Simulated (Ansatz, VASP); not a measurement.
**Two plane-wave programs on Cu2O**

File INCAR:

```
ALGO     = Normal         # electronic algorithm
EDIFF    = 1E-6           # SCF threshold, eV
ENCUT    = 600            # plane-wave cutoff, eV
GGA      = PE             # functional
GGA_COMPAT= False        
ISIF     = 2              # what is computed and relaxed
ISMEAR   = 0              # smearing method
LASPH    = True           # aspherical terms in the spheres
LCHARG   = False          # write CHGCAR
LREAL    = False          # projectors in reciprocal space
LWAVE    = False          # write WAVECAR
NBANDS   = 37             # bands
NELM     = 120            # most SCF steps
PREC     = Accurate       # precision mode
SIGMA    = 0.02           # smearing width, eV
```

Contents of KPOINTS:

```
k-points
0
Gamma
  14 14 14
```

The input POSCAR:

```
Cu2O
1.0
    4.2600000000      0.0000000000      0.0000000000
    0.0000000000      4.2600000000      0.0000000000
    0.0000000000      0.0000000000      4.2600000000
Cu O
4 2
Direct
    0.2500000000      0.2500000000      0.2500000000
    0.2500000000      0.7500000000      0.7500000000
    0.7500000000      0.7500000000      0.2500000000
    0.7500000000      0.2500000000      0.7500000000
    0.0000000000      0.0000000000      0.0000000000
    0.5000000000      0.5000000000      0.5000000000
```

Input for Ansatz:

```yaml
crystal:
  lattice:
    - [4.26, 0.0, 0.0]
    - [0.0, 4.26, 0.0]
    - [0.0, 0.0, 4.26]
  atoms:
    - { symbol: Cu, position: [0.25, 0.25, 0.25] }
    - { symbol: Cu, position: [0.25, 0.75, 0.75] }
    - { symbol: Cu, position: [0.75, 0.75, 0.25] }
    - { symbol: Cu, position: [0.75, 0.25, 0.75] }
    - { symbol: O, position: [0.0, 0.0, 0.0] }
    - { symbol: O, position: [0.5, 0.5, 0.5] }
basis:
  ecutwfc: 420
kpoints:
  mp_grid: { grid: [14, 14, 14] }
hamiltonian:
  xc: pbe
  pseudopotentials: { kind: paw }
scf:
  occupations: { method: gaussian, width: 0.02 }
output:
  forces: true
  stress: true
  eigenvalues: true
```

Alike in both runs: task single point; functional PBE; k mesh 14 × 14 × 14; occupations gaussian, width 0.02 eV; no spin polarisation.

```csv
,VASP,Ansatz
version,VASP 6.6.1,Ansatz 0.2.0
potentials or method,"VASP PAW PBE potentials, release 64 (Cu, O), cutoff 600 eV","scalar-relativistic, plane waves, PAW"
valence electrons in the cell,56,88
```

|  | VASP | Ansatz | Ansatz less VASP |
| --- | --- | --- | --- |
| gap on the k mesh at the Fermi level (eV) | 0.54 | 0.53 | -0.005 |
| least direct gap on the mesh (eV) | 0.54 | 0.53 | -0.005 |
| pressure (GPa) | 3.9 | 3.2 | -0.70 |

VASP's potentials hold 56 valence electrons a cell and Ansatz's 88, so a difference there can come from the potentials and not from the codes.
